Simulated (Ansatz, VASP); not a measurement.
# Nb: VASP beside Ansatz

```
CELL_PARAMETERS angstrom
0.00000 2.05155 2.11500
2.05155 0.00000 2.11500
2.05155 2.05155 0.00000
ATOMIC_POSITIONS crystal
Nb 0.00000 0.00000 0.00000
```

Change from the starting cell: strain -0.030 along x and y, +0.000 along z, atoms carried along.

Alike in both runs: task single point; functional r2SCAN; k mesh 20 × 20 × 20; occupations gaussian, width 0.15 eV; no spin polarisation.

|  | VASP | Ansatz |
| --- | --- | --- |
| version | VASP 6.6.1 | Ansatz 0.2.0 |
| potentials or method | VASP PAW PBE potentials, release 64 (Nb_sv), cutoff 520 eV | scalar-relativistic, plane waves, PAW |
| valence electrons in the cell | 13 | 13 |

Ansatz gave:

| Item | Value |
| --- | --- |
| gap on the k mesh at the Fermi level (eV) | none |
| pressure (GPa) | 8.6 |
| traceless stress, the component that is largest in VASP (GPa) | 6.32 |

Problem. Which values does VASP return?

Solution. gap on the k mesh at the Fermi level (eV): none; pressure (GPa): 8.5; traceless stress, the component that is largest in VASP (GPa): 6.29.

VASP's potentials were made for PBE, not for r2SCAN. A gap of «none» marks a metal or a gap that the smearing closes. The functional is the same, so the differences come from potentials, cutoffs and numerics.
